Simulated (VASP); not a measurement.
A run of VASP 6.6.1:

File INCAR:

```
PREC = Accurate ; ENCUT = 520
EDIFF = 1E-6 ; ISMEAR = 0
SIGMA = 0.1 ; LREAL = F
LASPH = T ; NELM = 80
ALGO = Normal ; ISIF = 2
LWAVE = F ; LCHARG = F
GGA = PE ; NBANDS = 36
```

KPOINTS

```
regular mesh
0
Gamma
  12 12 8
```

The input POSCAR:

```
Ge
1.0
    4.0581567077      0.0000000000      0.0000000000
   -2.0290783538      3.5144668014      0.0000000000
    0.0000000000      0.0000000000      6.5921402703
Ge
4
Direct
    0.6666666667      0.3333333333      0.0618081667
    0.3333333333      0.6666666667      0.5618081667
    0.6666666667      0.3333333333      0.4381918333
    0.3333333333      0.6666666667      0.9381918333
```

Potentials or basis: VASP PAW PBE potentials, release 64 (Ge_d).

The run is started by

```bash
$ cat potpaw_PBE.64/Ge_d/POTCAR > POTCAR
$ mpirun -np 1 vasp_std > vasp.out
```

Hardware: 1 thread of AMD EPYC 7R13, with other jobs on the host.

How long does it take, and how much memory?

It took 4 min on 1 thread of AMD EPYC 7R13, with other jobs on the host, peak memory 0.32 GiB. Counts: scf iterations 12, k points 95.
